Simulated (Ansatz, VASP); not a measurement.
This is a calculation of PbS for Ansatz 0.2.0.

The input input.yaml:

```yaml
crystal:
  lattice:
    - [4.0344247261, 0.0, 0.0]
    - [-2.017212363, 3.4939143025, 0.0]
    - [0.0, 0.0, 3.736969278]
  atoms:
    - { symbol: Pb, position: [0.0, 0.0, 0.0] }
    - { symbol: S, position: [0.6666666667, 0.3333333333, 0.5] }
hamiltonian:
  xc: r2scan
  pseudopotentials: { kind: paw }
kpoints:
  mp_grid: { grid: [8, 8, 7] }
scf:
  occupations: { method: fermi_dirac, width: 0.05 }
output:
  forces: true
  stress: true
  eigenvalues: true
```

Potentials or basis: Ansatz PAW.

Command:

```bash
$ ansatz run input.yaml --threads 2 --pin off --max-ram 5632MiB --backend cpu --events-out ev --progress --plain --runs-dir out
```

**Question.** Translate it to VASP 6.6.1. Potentials there: VASP PAW PBE potentials, release 64 (Pb_d, S).

**Answer.** As run (the cutoff follows the program's own potentials):

POSCAR

```
PbS
1.0
    4.0344247261      0.0000000000      0.0000000000
   -2.0172123630      3.4939143025      0.0000000000
    0.0000000000      0.0000000000      3.7369692780
Pb S
1 1
Direct
    0.0000000000      0.0000000000      0.0000000000
    0.6666666667      0.3333333333      0.5000000000
```

INCAR.step1

```
PREC = Accurate
ENCUT = 520
ISMEAR = -1
SIGMA = 0.05
LREAL = F
LASPH = T
NELM = 60
NBANDS = 17
GGA = PE
ALGO = Normal
EDIFF = 1E-4
LWAVE = T
LCHARG = F
```

File INCAR.step2:

```
PREC = Accurate
ENCUT = 520
EDIFF = 1E-7
ISMEAR = -1
SIGMA = 0.05
LREAL = F
LASPH = T
NELM = 60
ALGO = Normal
ISIF = 2
LWAVE = F
LCHARG = F
METAGGA = R2SCAN
LMIXTAU = T
NBANDS = 17
ISTART = 1
```

File KPOINTS:

```
Automatic mesh
0
Gamma
  8 8 7
```

Potentials or basis: VASP PAW PBE potentials, release 64 (Pb_d, S).

Command:

```bash
$ cat potpaw_PBE.64/Pb_d/POTCAR potpaw_PBE.64/S/POTCAR > POTCAR
$ cp INCAR.step1 INCAR
$ mpirun -np 1 vasp_std > vasp.out
$ cp INCAR.step2 INCAR
$ mpirun -np 1 vasp_std > vasp.out
```

Both were run:

|  | VASP | Ansatz | Ansatz less VASP |
| --- | --- | --- | --- |
| gap on the k mesh at the Fermi level (eV) | 0.16 | 0.15 | -0.006 |
| least direct gap on the mesh (eV) | 1.92 | 1.92 | -0.003 |
| pressure (GPa) | 1.3 | 1.3 | 0.00 |
| traceless stress, the component that is largest in VASP (GPa) | 0.65 | 0.64 | -0.010 |

VASP's potentials were made for PBE, not for r2SCAN.

Spin-orbit coupling is off throughout. Noted on Ansatz's run: odd divisions of the mesh miss points on the zone boundary, where band edges often lie, so the gap on the mesh can be too wide.
